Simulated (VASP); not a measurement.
Be, 6 atoms in the cell. Symmetry: Fmmm, No. 69, orthorhombic system. Conventional cell: a = 2.500 Å, b = 3.536 Å, c = 21.217 Å, α = 90.00°, β = 90.00°, γ = 90.00°. Within 2.3 Å of Be (site symmetry mm2) lie 7 Be at 1.77 to 2.17 Å. Within 2.9 Å of Be (site symmetry mm2) lie 14 Be at 2.17 to 2.50 Å. Be (site symmetry mm2) has 14 Be at 2.17 to 2.50 Å within 2.9 Å.  This cell differs from its parent crystal: the part above a cut slid along it.

* Program: VASP 6.6.1
* Task: single point
* Functional: PBE
* Potentials or basis: VASP PAW PBE potentials, release 64 (Be)
* Cutoff: 520 eV
* k mesh: 28 × 28 × 6
* Occupations: gaussian, width 0.15 eV
* Spin: no spin polarisation
* Dipole correction: no
* Further INCAR settings: ALGO = Fast; EDIFF = 1e-06; NBANDS = 15; ISYM = 0

Potentials or basis: VASP PAW PBE potentials, release 64 (Be).

Run with:

```bash
$ cat potpaw_PBE.64/Be/POTCAR > POTCAR
$ mpirun -np 1 vasp_std > vasp.out
```

Hardware: 1 thread of Oxide Virtual Turin-like Processor, on a shared host.

Question: Estimate the wall time of this run.

Answer: Run time: 22 min on 1 thread of Oxide Virtual Turin-like Processor, on a shared host, peak memory 1.1 GiB. Counts: scf iterations 11, k points 2356.
